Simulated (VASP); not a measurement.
# Ga (Cmce) in VASP: single point with LDA

Aim: the single point of Ga with LDA.

All numbers are computed with VASP 6.6.1; they aren't measurements. Logs are shortened: lines on timing, memory, paths and dates and some standing lists are left out, and cuts for length are marked.

**1. The cell of the first run**

The structure is orthorhombic, space group Cmce (No. 64). The conventional cell has a = 4.417 Å, b = 7.491 Å, c = 4.439 Å, α = 90.00°, β = 90.00°, γ = 90.00°. Within 3.2 Å of Ga (site symmetry m) lie 7 Ga at 2.45 to 2.72 Å.

**2. Single point, LDA**

File INCAR:

```
PREC = Accurate
ENCUT = 520
EDIFF = 1E-6
ISMEAR = 0
SIGMA = 0.15
LREAL = F
LASPH = T
NELM = 60
ALGO = Fast
ISIF = 2
LWAVE = F
LCHARG = F
GGA = CA
NBANDS = 34
```

File KPOINTS:

```
Automatic mesh
0
Gamma
  10 10 10
```

File POSCAR:

```
Ga
1.0
    2.2085777266     -3.7454996903      0.0000000000
    2.2085777266      3.7454996903      0.0000000000
    0.0000000000      0.0000000000      4.4390728619
Ga
4
Direct
    0.1560190462      0.8439809538      0.0845038705
    0.6560190462      0.3439809538      0.4154961295
    0.8439809538      0.1560190462      0.9154961295
    0.3439809538      0.6560190462      0.5845038705
```

Potentials or basis: VASP PAW LDA potentials, release 64 (Ga_d).

Started as:

```console
cat potpaw_LDA.64/Ga_d/POTCAR > POTCAR
mpirun -np 1 vasp_std > vasp.out
```

OUTCAR:

```text
PREC = Accurate
   ENCUT = 520
   EDIFF = 1E-6
   ISMEAR = 0
   LREAL = F
   LASPH = T
   NELM = 60
   ISIF = 2
   GGA = CA

 ion  position               nearest neighbor table
   1  0.156  0.844  0.085-   3 2.45   4 2.63   4 2.63   2 2.65   2 2.65   3 2.72   3 2.72
   2  0.656  0.344  0.415-   4 2.45   3 2.63   3 2.63   1 2.65   1 2.65   4 2.72   4 2.72
   3  0.844  0.156  0.915-   1 2.45   2 2.63   2 2.63   4 2.65   4 2.65   1 2.72   1 2.72
   4  0.344  0.656  0.585-   2 2.45   1 2.63   1 2.63   3 2.65   3 2.65   2 2.72   2 2.72

  LATTYP: Found a base centered orthorhombic cell.
 ALAT       =     4.4171554532
 B/A-ratio  =     1.6958876499
 C/A-ratio  =     1.0049618830

  Lattice vectors:

 A1 = (   2.2085777266,  -3.7454996903,   0.0000000000)
 A2 = (   2.2085777266,   3.7454996903,   0.0000000000)
 A3 = (   0.0000000000,   0.0000000000,   4.4390728619)

Analysis of symmetry for initial positions (statically):
=====================================================================
 Subroutine PRICEL returns:
 Original cell was already a primitive cell.

 Routine SETGRP: Setting up the symmetry group for a
 base centered orthorhombic supercell.

 Subroutine GETGRP returns: Found  8 space group operations
 (whereof  4 operations were pure point group operations)
 out of a pool of  8 trial point group operations.

The static configuration has the point symmetry C_2h.
 The point group associated with its full space group is D_2h.

Analysis of symmetry for dynamics (positions and initial velocities):
=====================================================================
 Subroutine PRICEL returns:
 Original cell was already a primitive cell.

 Routine SETGRP: Setting up the symmetry group for a
 base centered orthorhombic supercell.

 Subroutine GETGRP returns: Found  8 space group operations
 (whereof  4 operations were pure point group operations)
 out of a pool of  8 trial point group operations.

The dynamic configuration has the point symmetry C_2h.
 The point group associated with its full space group is D_2h.

 Subroutine INISYM returns: Found  8 space group operations
 (whereof  4 operations are pure point group operations),
 and found     1 'primitive' translations

----------------------------------------------------------------------------------------

                                     Primitive cell

  volume of cell :      73.4420

  direct lattice vectors                    reciprocal lattice vectors
     2.208577727 -3.745499690  0.000000000     0.226390040 -0.133493537  0.000000000
     2.208577727  3.745499690  0.000000000     0.226390040  0.133493537  0.000000000
     0.000000000  0.000000000  4.439072862     0.000000000  0.000000000  0.225272265

  length of vectors
     4.348170133  4.348170133  4.439072862     0.262817379  0.262817379  0.225272265

  position of ions in fractional coordinates (direct lattice)
     0.156019046  0.843980954  0.084503871
     0.656019046  0.343980954  0.415496129
     0.843980954  0.156019046  0.915496129
     0.343980954  0.656019046  0.584503871

  ion indices of the primitive-cell ions
   primitive index   ion index
                 1           1
                 2           2
                 3           3
                 4           4

----------------------------------------------------------------------------------------

 KPOINTS: Automatic mesh

Automatic generation of k-mesh.
 Grid dimensions read from file:
 generate k-points for:   10   10   10

 Generating k-lattice:

  Cartesian coordinates                     Fractional coordinates (reciprocal lattice)
     0.022639004 -0.013349354  0.000000000     0.100000000  0.000000000  0.000000000
     0.022639004  0.013349354  0.000000000     0.000000000  0.100000000  0.000000000
     0.000000000  0.000000000  0.022527227     0.000000000  0.000000000  0.100000000

  Length of vectors
     0.026281738  0.026281738  0.022527227

  Shift w.r.t. Gamma in fractional coordinates (k-lattice)
     0.000000000  0.000000000  0.000000000

 Subroutine IBZKPT returns following result:
 ===========================================

 Found    186 irreducible k-points:

 Following reciprocal coordinates:
            Coordinates               Weight
  0.000000  0.000000  0.000000      1.000000
  0.100000  0.000000  0.000000      4.000000
  0.200000  0.000000  0.000000      4.000000
  0.300000  0.000000  0.000000      4.000000
  0.400000  0.000000  0.000000      4.000000
  0.500000  0.000000  0.000000      2.000000
[... 16 lines left out ...]
  0.300000  0.300000  0.000000      2.000000
  0.400000  0.300000  0.000000      4.000000
 [... further k-points ...]
   k-points           NKPTS =    186   k-points in BZ     NKDIM =    186   number of bands    NBANDS=     34
   number of dos      NEDOS =    301   number of ions     NIONS =      4
   total plane-waves  NPLWV =  36864
   dimension x,y,z NGX =    32 NGY =   32 NGZ =   36
   dimension x,y,z NGXF=    64 NGYF=   64 NGZF=   72
   ions per type =               4
   NGX,Y,Z   is equivalent  to a cutoff of  12.23, 12.23, 13.48 a.u.
   NGXF,Y,Z  is equivalent  to a cutoff of  24.47, 24.47, 26.96 a.u.
 SYSTEM =  unknown system
   PREC   = accura    normal or accurate (medium, high low for compatibility)
   ISTART =      0    job   : 0-new  1-cont  2-samecut
   ICHARG =      2    charge: 1-file 2-atom 10-const
   ISPIN  =      1    spin polarized calculation?
   LNONCOLLINEAR =      F non collinear calculations
   LSORBIT =      F    spin-orbit coupling
   LASPH  =      T    aspherical Exc in radial PAW
   ENCUT  =  520.0 eV  38.22 Ry    6.18 a.u.   8.08  8.08  8.25*2*pi/ulx,y,z
   NELM   =     60;   NELMIN=  2; NELMDL= -5     # of ELM steps
   EDIFF  = 0.1E-05   stopping-criterion for ELM
   LREAL  =      F    real-space projection
[... 7 lines left out ...]
   TEBEG  =    0.0;   TEEND  =   0.0 temperature during run
   PSTRESS=    0.0 pullay stress
   NELECT =      52.0000    total number of electrons
   NUPDOWN=      -1.0000    fix difference up-down
   EMIN   =  10.00;   EMAX   =-10.00  energy-range for DOS
   EFERMI =   0.00;   METHOD = LEGACY
   ISMEAR =     0;   SIGMA  =   0.15  broadening in eV -4-tet -1-fermi 0-gaus
   EFERMI_NEDOS =   21; number of points for ismear=-14 and -15
   IALGO  =     68    algorithm
   IMIX   =      4    mixing-type and parameters
     AMIX     =   0.40;   BMIX     =  1.00
     AMIX_MAG =   1.60;   BMIX_MAG =  1.00
  volume/ion in A,a.u.               =      18.36       123.90
  Fermi-wavevector in a.u.,A,eV,Ry     =   1.459131  2.757358 28.967676  2.129064
  Thomas-Fermi vector in A             =   2.575734
   LORBIT       =      0    0 simple, 1 ext, 2 COOP (PROOUT), +10 PAW based schemes
   GGA     = CA    functional components
   LHFCALC =     F    Hartree Fock is set to
   AEXX    =    0.0000 exact exchange contribution
   IVDW    =     0    specifies the selected vdW correction
   LEPSILON=     F    determine dielectric tensor
   LRPA    =     F    only Hartree local field effects (RPA)
 non-spin polarized calculation
 RMM-DIIS sequential band-by-band and
 Gauss-broadening in eV      SIGMA  =   0.15
  energy-cutoff  :      520.00
  volume of cell :       73.44
 maximum number of plane-waves:      2000
   NGX = 17   NGY = 17   NGZ = 17

 number of electron      52.0000012 magnetization

 Free energy of the ion-electron system (eV)
  ---------------------------------------------------
  ext. energy  EPLUGINS =         0.00000000
  ---------------------------------------------------
  free energy    TOTEN  =       -14.43162428 eV

  energy without entropy =      -14.42177994  energy(sigma->0) =      -14.42670211

 E-fermi :   5.3350     XC(G=0): -11.2992

 val. band max:        5.3336471543   @ k =   0.2000   0.2000   0.0000
 cond. band min:       5.3430338717   @ k =  -0.4000   0.3000   0.2000
 fundamental gap:      0.0093867174
 Fermi energy:         5.3349898687

 k-point     1 :       0.0000    0.0000    0.0000
  band No.  band energies     occupation
      1      -9.9848      2.00000
      2      -9.9734      2.00000
      3      -9.9340      2.00000
      4      -9.9168      2.00000
      5      -9.8960      2.00000
      6      -9.8701      2.00000
[... 26 lines left out ...]
     33      12.5389      0.00000
     34      13.2314      0.00000

 k-point     2 :       0.1000    0.0000    0.0000
  band No.  band energies     occupation
      1      -9.9873      2.00000
      2      -9.9684      2.00000
      3      -9.9376      2.00000
      4      -9.9215      2.00000
      5      -9.8870      2.00000
      6      -9.8673      2.00000
[... 26 lines left out ...]
     33      12.5423      0.00000
     34      13.2815      0.00000

 k-point     3 :       0.2000    0.0000    0.0000
  band No.  band energies     occupation
      1      -9.9898      2.00000
      2      -9.9548      2.00000
      3      -9.9481      2.00000
      4      -9.9313      2.00000
      5      -9.8758      2.00000
      6      -9.8491      2.00000
[... 26 lines left out ...]
     33      11.8973      0.00000
     34      12.8343      0.00000

 k-point     4 :       0.3000    0.0000    0.0000
  band No.  band energies     occupation
      1      -9.9874      2.00000
      2      -9.9563      2.00000
      3      -9.9495      2.00000
      4      -9.9278      2.00000
      5      -9.8779      2.00000
      6      -9.8649      2.00000
[... 26 lines left out ...]
     33      11.5294      0.00000
     34      12.9121      0.00000

 k-point     5 :       0.4000    0.0000    0.0000
  band No.  band energies     occupation
      1      -9.9834      2.00000
      2      -9.9617      2.00000
      3      -9.9485      2.00000
      4      -9.9136      2.00000
      5      -9.8924      2.00000
      6      -9.8846      2.00000
[... 621 lines left out ...]
 k-point    22 :      -0.2000    0.2000    0.0000
  band No.  band energies     occupation
      1      -9.9990      2.00000
      2      -9.9754      2.00000
      3      -9.9349      2.00000
      4      -9.9157      2.00000
      5      -9.8997      2.00000
      6      -9.8824      2.00000
[... 26 lines left out ...]
     33      10.9658      0.00000
     34      11.6340      0.00000

 k-point    23 :       0.3000    0.3000    0.0000
  band No.  band energies     occupation
      1     -10.0280      2.00000
      2      -9.9835      2.00000
      3      -9.9560      2.00000
      4      -9.9089      2.00000
      5      -9.9000      2.00000
      6      -9.8166      2.00000
[... 26 lines left out ...]
     33      14.9456      0.00000
     34      15.0894      0.00000

 k-point    24 :       0.4000    0.3000    0.0000
  band No.  band energies     occupation
      1     -10.0327      2.00000
      2      -9.9965      2.00000
      3      -9.9586      2.00000
      4      -9.8949      2.00000
      5      -9.8807      2.00000
      6      -9.8551      2.00000
[... 26 lines left out ...]
     33      14.8695      0.00000
     34      15.3311      0.00000

 [... further k-points ...]

------------------------ aborting loop because EDIFF is reached ----------------------------------------

  FORCE on cell =-STRESS in cart. coord.  units (eV):
  Direction    XX          YY          ZZ          XY          YZ          ZX
  --------------------------------------------------------------------------------------
  -------------------------------------------------------------------------------------
  Total        0.2075536      0.0898581      0.0190294      0.0000000     -0.0000000      0.0000000
  in kB        4.5278926      1.9603022      0.4151370      0.0000000     -0.0000000      0.0000000
  external PRESSURE =       2.3011106 kB  Pullay stress =       0.0000000 kB

 VOLUME and BASIS-vectors are now :
 -----------------------------------------------------------------------------
  energy-cutoff  :      520.00
  volume of cell :       73.44
      direct lattice vectors                 reciprocal lattice vectors
     2.208577727 -3.745499690  0.000000000     0.226390040 -0.133493537  0.000000000
     2.208577727  3.745499690  0.000000000     0.226390040  0.133493537  0.000000000
     0.000000000  0.000000000  4.439072862     0.000000000  0.000000000  0.225272265

 POSITION                                       TOTAL-FORCE (eV/Angst)
 -----------------------------------------------------------------------------------
      2.20858      2.57676      0.37512         0.000000      0.010459     -0.000048
      2.20858     -1.16874      1.84442         0.000000      0.010459      0.000048
      2.20858     -2.57676      4.06395         0.000000     -0.010459      0.000048
      2.20858      1.16874      2.59466         0.000000     -0.010459     -0.000048
 -----------------------------------------------------------------------------------
    total drift:                                0.000000      0.000000      0.000000

  FREE ENERGIE OF THE ION-ELECTRON SYSTEM (eV)
  ---------------------------------------------------
  free  energy   TOTEN  =       -14.4316242760 eV

  energy  without entropy=      -14.4217799439  energy(sigma->0) =      -14.42670211
```

Run time: 7.8 min. Hardware: 1 thread of Intel Xeon Platinum 8375C at 2.90GHz (Ice Lake), shared host; peak memory 0.4 GiB.

Results:

- Free energy: -14.4316 eV
- Pressure: 0.2 GPa
- Largest force: 0.010 eV/Å
- Band gap on the k mesh: zero (bands 26 and 27 overlap by 1.38 eV)

Forces in eV/Å, atoms in the order of the input:
```
Ga   0.000  0.010  0.000
Ga   0.000  0.010  0.000
Ga   0.000 -0.010  0.000
Ga   0.000 -0.010  0.000
```

Stress tensor (GPa, compression positive):
```
0.45 0.00 0.00
0.00 0.20 0.00
0.00 0.00 0.04
```
